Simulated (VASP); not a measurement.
Set up this calculation in VASP 6.6.1, as the native input.

```
Task                   : single point
Functional             : PBE
Potentials or basis    : VASP PAW PBE potentials, release 64 (B, N)
Cutoff                 : 520 eV
k mesh                 : 12 × 12 × 6
Occupations            : gaussian, width 0.05 eV
Spin                   : no spin polarisation
Dipole correction      : no
Further INCAR settings : ALGO = Normal; EDIFF = 1e-06; NBANDS = 16
```

The structure of BN lies in POSCAR:

```
BN
1.0
    2.5545800960      0.0000000000      0.0000000000
   -1.2772900480      2.2123312591      0.0000000000
    0.0000000000      0.0000000000      4.2245145352
B N
2 2
Direct
    0.6666666667      0.3333333333      0.9998058547
    0.3333333333      0.6666666667      0.4998058547
    0.4905124718      0.3333333333      0.5186730300
    0.3333333333      0.6666666667      0.1251941453
```

This cell differs from its parent crystal: atom 3 (N) moved by (-0.450, -0.450) A along x and z.

One way to write it, as run:

INCAR

```
SYSTEM = BN
PREC     = Accurate       ! precision mode
ENCUT    = 520            ! plane-wave cutoff, eV
EDIFF    = 1E-6           ! SCF threshold, eV
ISMEAR   = 0              ! smearing method
SIGMA    = 0.05           ! smearing width, eV
LREAL    = .False.        ! projectors in reciprocal space
LASPH    = .True.         ! aspherical terms in the spheres
NELM     = 60             ! most SCF steps
ALGO     = Normal         ! electronic algorithm
ISIF     = 2              ! what is computed and relaxed
LWAVE    = .False.        ! write WAVECAR
LCHARG   = .False.        ! write CHGCAR
GGA      = PE             ! functional
NBANDS   = 16             ! bands
```

KPOINTS

```
regular mesh
0
Gamma
  12 12 6
  0 0 0
```

Potentials or basis: VASP PAW PBE potentials, release 64 (B, N).

Run with:

```console
$ cat potpaw_PBE.64/B/POTCAR potpaw_PBE.64/N/POTCAR > POTCAR
$ mpirun -np 1 vasp_std > vasp.out
```

Results of the run:

The pressure is 84.5 GPa, the largest force is 31.129 eV/Å and the band gap on the k mesh is 1.70 eV, indirect (least direct gap 3.05 eV).

Caveat: the cell differs from its parent crystal (atom 3 (N) moved by (-0.450, -0.450) A along x and z); forces of over 1 eV/Å act on the atoms, so gaps and moduli don't describe the material at rest.

It took 4 min on 1 thread of Intel Xeon 8259CL, on a shared host, peak memory 0.25 GiB.
